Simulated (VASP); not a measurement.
Input of a VASP 6.6.1 run:

File INCAR:

```
PREC     = Accurate       # precision mode
ENCUT    = 520            # plane-wave cutoff, eV
EDIFF    = 1E-6           # SCF threshold, eV
ISMEAR   = 0              # smearing method
SIGMA    = 0.1            # smearing width, eV
LREAL    = F              # projectors in reciprocal space
LASPH    = T              # aspherical terms in the spheres
NELM     = 80             # most SCF steps
ALGO     = Normal         # electronic algorithm
ISIF     = 2              # what is computed and relaxed
LWAVE    = F              # write WAVECAR
LCHARG   = F              # write CHGCAR
NBANDS   = 28             # bands
```

KPOINTS

```
regular mesh
0
Gamma
  4 4 4
```

The input POSCAR:

```
CsCaBr3
1.0
    5.7086657300      0.0000000000      0.0000000000
    0.0000000000      5.7086657300      0.0000000000
    0.0000000000      0.0000000000      5.7086657300
Cs Ca Br
1 1 3
Direct
    0.0000000000      0.0000000000      0.0000000000
    0.5000000000      0.5000000000      0.5000000000
    0.5000000000      0.0000000000      0.5000000000
    0.0000000000      0.5000000000      0.5000000000
    0.5000000000      0.5000000000      0.0000000000
```

Potentials or basis: VASP PAW LDA potentials, release 64 (Cs_sv, Ca_sv, Br).

Launch:

```console
$ cat potpaw_LDA.64/Cs_sv/POTCAR potpaw_LDA.64/Ca_sv/POTCAR potpaw_LDA.64/Br/POTCAR > POTCAR
$ mpirun -np 1 vasp_std > vasp.out
```

(1) Estimate the pressure.

(2) What does it give for the band gap on the k mesh?

Answers

(1) -2.0 GPa.

(2) 4.09 eV, indirect (least direct gap 4.34 eV).

Caveat: spin-orbit coupling is left out, which moves the levels of the heavy elements.
